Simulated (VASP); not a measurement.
# Si (Imma) in VASP: single point with PBEsol

Aim: the single point of Si with PBEsol.

All numbers are computed with VASP 6.6.1; they aren't measurements. Logs are shortened: lines on timing, memory, paths and dates and some standing lists are left out, and cuts for length are marked.

### 1 The cell of the first run

It takes space group Imma (No. 74, orthorhombic). Conventional cell: a = 3.840 Å, b = 3.880 Å, c = 5.413 Å, α = 90.00°, β = 90.00°, γ = 90.00°. Within 3.1 Å of Si (site symmetry mm2) lie 4 Si at 2.35 to 2.36 Å.

### 2 Single point, PBEsol

INCAR reads:

```
SYSTEM = Si
PREC = Accurate ; ENCUT = 500
EDIFF = 1E-6 ; ISMEAR = 0
SIGMA = 0.01 ; LREAL = .FALSE.
LASPH = .TRUE. ; NELM = 120
ALGO = Normal ; ISIF = 2
LWAVE = .FALSE. ; LCHARG = .TRUE.
GGA = PS ; LELF = .TRUE.
LVHAR = .TRUE. ; NBANDS = 11
GGA_COMPAT = .FALSE.
```

KPOINTS reads:

```
regular mesh
0
G
  4 4 4
  0 0 0
```

POSCAR reads:

```
Si
1.0
    0.0144573506      2.7294415001      2.7065278623
    2.7294415001      0.0144573506      2.7065278623
    2.7438988507      2.7438988507      0.0000000000
Si
2
Direct
    0.0007257919      0.0007257919     -0.0007257919
    0.2492742081      0.2492742081      0.2507257919
```

Potentials or basis: VASP PAW PBE potentials, release 64 (Si).

Command:

```sh
$ cat potpaw_PBE.64/Si/POTCAR > POTCAR
$ mpirun -np 1 vasp_std > vasp.out
```

OUTCAR:

```text
SYSTEM = Si
   PREC = Accurate
   ENCUT = 500
   EDIFF = 1E-6
   ISMEAR = 0
   LREAL = .FALSE.
   LASPH = .TRUE.
   NELM = 120
   ISIF = 2
   GGA = PS

 ion  position               nearest neighbor table
   1  0.001  0.001  0.999-   2 2.35   2 2.35   2 2.36   2 2.36
   2  0.249  0.249  0.251-   1 2.35   1 2.35   1 2.36   1 2.36

  LATTYP: Found a body centered orthorhombic cell.
 ALAT       =     3.8395674059
 B/A-ratio  =     1.0106500442
 C/A-ratio  =     1.4098087499

  Lattice vectors:

 A1 = (   2.7294415001,   0.0144573506,  -2.7065278623)
 A2 = (  -2.7294415001,  -0.0144573506,  -2.7065278623)
 A3 = (   0.0144573506,   2.7294415001,   2.7065278623)

Analysis of symmetry for initial positions (statically):
=====================================================================
 Subroutine PRICEL returns:
 Original cell was already a primitive cell.

 Routine SETGRP: Setting up the symmetry group for a
 body centered orthorhombic supercell.

 Subroutine GETGRP returns: Found  8 space group operations
 (whereof  4 operations were pure point group operations)
 out of a pool of  8 trial point group operations.

The static configuration has the point symmetry C_2v.
 The point group associated with its full space group is D_2h.

Analysis of symmetry for dynamics (positions and initial velocities):
=====================================================================
 Subroutine PRICEL returns:
 Original cell was already a primitive cell.

 Routine SETGRP: Setting up the symmetry group for a
 body centered orthorhombic supercell.

 Subroutine GETGRP returns: Found  8 space group operations
 (whereof  4 operations were pure point group operations)
 out of a pool of  8 trial point group operations.

The dynamic configuration has the point symmetry C_2v.
 The point group associated with its full space group is D_2h.

 Subroutine INISYM returns: Found  8 space group operations
 (whereof  4 operations are pure point group operations),
 and found     1 'primitive' translations

----------------------------------------------------------------------------------------

                                     Primitive cell

  volume of cell :      40.3253

  direct lattice vectors                    reciprocal lattice vectors
     0.014457351  2.729441500  2.706527862    -0.184163138  0.184163138  0.184738538
     2.729441500  0.014457351  2.706527862     0.184163138 -0.184163138  0.184738538
     2.743898851  2.743898851  0.000000000     0.182222461  0.182222461 -0.184738538

[... 83 lines left out ...]
   ISYM   =      2    0-nonsym 1-usesym 2-fastsym
   POTIM  = 0.5000    time-step for ionic-motion
   TEBEG  =    0.0;   TEEND  =   0.0 temperature during run
   PSTRESS=    0.0 pullay stress
   NELECT =       8.0000    total number of electrons
   NUPDOWN=      -1.0000    fix difference up-down
   EMIN   =  10.00;   EMAX   =-10.00  energy-range for DOS
   EFERMI =   0.00;   METHOD = LEGACY
   ISMEAR =     0;   SIGMA  =   0.01  broadening in eV -4-tet -1-fermi 0-gaus
   EFERMI_NEDOS =   21; number of points for ismear=-14 and -15
   IALGO  =     38    algorithm
   IMIX   =      4    mixing-type and parameters
     AMIX     =   0.40;   BMIX     =  1.00
     AMIX_MAG =   1.60;   BMIX_MAG =  1.00
  volume/ion in A,a.u.               =      20.16       136.06
  Fermi-wavevector in a.u.,A,eV,Ry     =   0.954800  1.804309 12.403644  0.911642
  Thomas-Fermi vector in A             =   2.083579
   LORBIT       =      0    0 simple, 1 ext, 2 COOP (PROOUT), +10 PAW based schemes
   GGA     = PS    functional components
   LHFCALC =     F    Hartree Fock is set to
   AEXX    =    0.0000 exact exchange contribution
   IVDW    =     0    specifies the selected vdW correction
   LEPSILON=     F    determine dielectric tensor
   LRPA    =     F    only Hartree local field effects (RPA)
 non-spin polarized calculation
 Gauss-broadening in eV      SIGMA  =   0.01
  energy-cutoff  :      500.00
  volume of cell :       40.33
 maximum number of plane-waves:      1040
   NGX = 13   NGY = 13   NGZ = 15

 number of electron       8.0000000 magnetization

 Free energy of the ion-electron system (eV)
  ---------------------------------------------------
  ext. energy  EPLUGINS =         0.00000000
  ---------------------------------------------------
  free energy    TOTEN  =       -11.29467755 eV

  energy without entropy =      -11.29467755  energy(sigma->0) =      -11.29467755

 E-fermi :   5.8477     XC(G=0):  -9.5050

 val. band max:        5.8026679671   @ k =   0.0000   0.0000   0.0000
 cond. band min:       6.2200822604   @ k =   0.5000   0.5000   0.0000
 fundamental gap:      0.4174142934
 Fermi energy:         5.8476705776

 k-point     1 :       0.0000    0.0000    0.0000
  band No.  band energies     occupation
      1      -6.1881      2.00000
      2       5.6965      2.00000
      3       5.7955      2.00000
      4       5.8027      2.00000
      5       8.2107      0.00000
      6       8.2240      0.00000
      7       8.3273      0.00000
      8       9.0223      0.00000
      9      13.3505      0.00000
     10      13.4306      0.00000
     11      13.5012      0.00000
[... 225 lines left out ...]
 k-point    18 :      -0.2500    0.2500    0.5000
  band No.  band energies     occupation
      1      -1.8912      2.00000
      2      -1.8912      2.00000
      3       1.8667      2.00000
      4       1.8667      2.00000
      5       9.9859      0.00000
      6       9.9859      0.00000
      7      10.7447      0.00000
      8      10.7447      0.00000
      9      16.1330      0.00000
     10      16.1330      0.00000
     11      18.5868      0.00000

------------------------ aborting loop because EDIFF is reached ----------------------------------------

  FORCE on cell =-STRESS in cart. coord.  units (eV):
  Direction    XX          YY          ZZ          XY          YZ          ZX
  --------------------------------------------------------------------------------------
  -------------------------------------------------------------------------------------
  Total       -0.0067978     -0.0067978      0.1870776     -0.1915165      0.0000000     -0.0000000
  in kB       -0.2700862     -0.2700862      7.4328331     -7.6091972      0.0000000     -0.0000000
  external PRESSURE =       2.2975536 kB  Pullay stress =       0.0000000 kB

 VOLUME and BASIS-vectors are now :
 -----------------------------------------------------------------------------
  energy-cutoff  :      500.00
  volume of cell :       40.33
      direct lattice vectors                 reciprocal lattice vectors
     0.014457351  2.729441500  2.706527862    -0.184163138  0.184163138  0.184738538
     2.729441500  0.014457351  2.706527862     0.184163138 -0.184163138  0.184738538
     2.743898851  2.743898851  0.000000000     0.182222461  0.182222461 -0.184738538

 POSITION                                       TOTAL-FORCE (eV/Angst)
 -----------------------------------------------------------------------------------
      2.74390      2.74390      0.00393        -0.000000     -0.000000     -0.008397
      1.37195      1.37195      1.34934         0.000000      0.000000      0.008397
 -----------------------------------------------------------------------------------
    total drift:                               -0.000000     -0.000000     -0.000000

  FREE ENERGIE OF THE ION-ELECTRON SYSTEM (eV)
  ---------------------------------------------------
  free  energy   TOTEN  =       -11.2946775539 eV

  energy  without entropy=      -11.2946775539  energy(sigma->0) =      -11.29467755
```

stdout:

```text
POSCAR found type information on POSCAR Si
 POSCAR found :  1 types and       2 ions
 scaLAPACK will be used
 -----------------------------------------------------------------------------
|                                                                             |
|                                                                             |
|     You enforced a specific xc type in the INCAR file but a different       |
|     I HOPE YOU KNOW WHAT YOU ARE DOING!                                     |
|                                                                             |
 -----------------------------------------------------------------------------

 LDA part: xc-table for (Slater+PW92), standard interpolation
 POSCAR, INCAR and KPOINTS ok, starting setup
 FFT: planning ... GRIDC
 FFT: planning ... GRID_SOFT
 FFT: planning ... GRID
 WAVECAR not read
 entering main loop
```

It used 5 s of CPU time on 1 thread of Intel Xeon 6975P-C, with other jobs on the host.

What came out:

```
Free energy            : -11.2947 eV
Pressure               : 0.2 GPa
Largest force          : 0.008 eV/Å
Band gap on the k mesh : 0.42 eV, indirect (least direct gap 2.41 eV)
```

Forces in eV/Å, atoms in the order of the input:
```
Si   0.000  0.000 -0.008
Si   0.000  0.000  0.008
```

Stress tensor (GPa, compression positive):
```
-0.03 -0.76  0.00
-0.76 -0.03  0.00
 0.00  0.00  0.74
```

Caveat: the k points lie up to 0.50 Å⁻¹ apart; the PAW data sets were made with another functional, which shifts forces and pressure a little. A hybrid or GW would open this gap; PBEsol tends to underestimate it.
